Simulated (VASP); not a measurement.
Wanted: the native input for a VASP 6.6.1 run.

| Item | Value |
| --- | --- |
| Task | relaxation of cell and atoms |
| Functional | PBE |
| Potentials or basis | VASP PAW PBE potentials, release 64 (Zn, Cd, Te) |
| Cutoff | 600 eV |
| k mesh | 4 × 4 × 2 |
| Occupations | gaussian, width 0.1 eV |
| Spin | no spin polarisation |
| Dipole correction | no |
| Further INCAR settings | ALGO = Normal; EDIFF = 1e-06; IBRION = 2; EDIFFG = -0.04; NSW = 90; ISIF = 3 |

The structure of ZnCd2Te3 lies in POSCAR:

```
ZnCd2Te3
1.0
    4.0575265500      0.0000000000      0.0000000000
    0.0000000000      4.0575265500      0.0000000000
    0.0000000000      0.0000000000     10.0872687900
Zn Cd Te
1 2 3
Direct
    0.0000000000      0.0000000000      0.0000000000
    0.5000000000      0.0000000000      0.5000000000
    0.0000000000      0.5000000000      0.5000000000
    0.5000000000      0.5000000000      0.6906662800
    0.5000000000      0.5000000000      0.3093337200
    0.5000000000      0.5000000000      0.0000000000
```

The cell was generated, and may not be a known phase.

The input as run:

INCAR

```
SYSTEM = ZnCd2Te3
  PREC = Accurate
  ENCUT = 600
  EDIFF = 1E-6
  ISMEAR = 0
  SIGMA = 0.1
  LREAL = .FALSE.
  LASPH = .TRUE.
  NELM = 80
  ALGO = Normal
  ISIF = 3
  LWAVE = .FALSE.
  LCHARG = .FALSE.
  GGA = PE
  IBRION = 2
  NSW = 90
  EDIFFG = -0.04
```

KPOINTS

```
regular mesh
0
G
  4 4 2
  0 0 0
```

Potentials or basis: VASP PAW PBE potentials, release 64 (Zn, Cd, Te).

Launch:

```console
$ cat potpaw_PBE.64/Zn/POTCAR potpaw_PBE.64/Cd/POTCAR potpaw_PBE.64/Te/POTCAR > POTCAR
$ mpirun -np 1 vasp_std > vasp.out
```

Results of the run:

- Relaxed volume: 32.44 Å³/atom
- Relaxed cell: a = 4.292 Å, b = 4.292 Å, c = 10.568 Å, α = 90.00°, β = 90.00°, γ = 90.00°
- Space group after relaxing (to 0.1 Å): P4/mmm (No. 123)
- Energy gained by relaxing: 168.8 meV/atom
- Ionic steps: 9
- Pressure after relaxing: -0.1 GPa
- Largest force after relaxing: 0.027 eV/Å
- Band gap on the k mesh: zero (bands 27 and 28 overlap by 1.86 eV)

Caveat: the k points lie up to 0.37 Å⁻¹ apart in the final cell, too coarse for converged energies and pressures of a metal; the volume moved by over 15 % at a fixed basis, so the end points are rough; spin-orbit coupling is left out, which moves the levels of the heavy elements.

Run time: 6.3 min on 1 thread of Intel(R) Xeon(R) Platinum 8259CL CPU @ 2.50GHz (Skylake/Cascade Lake), with other jobs on the host, peak memory 0.35 GiB.
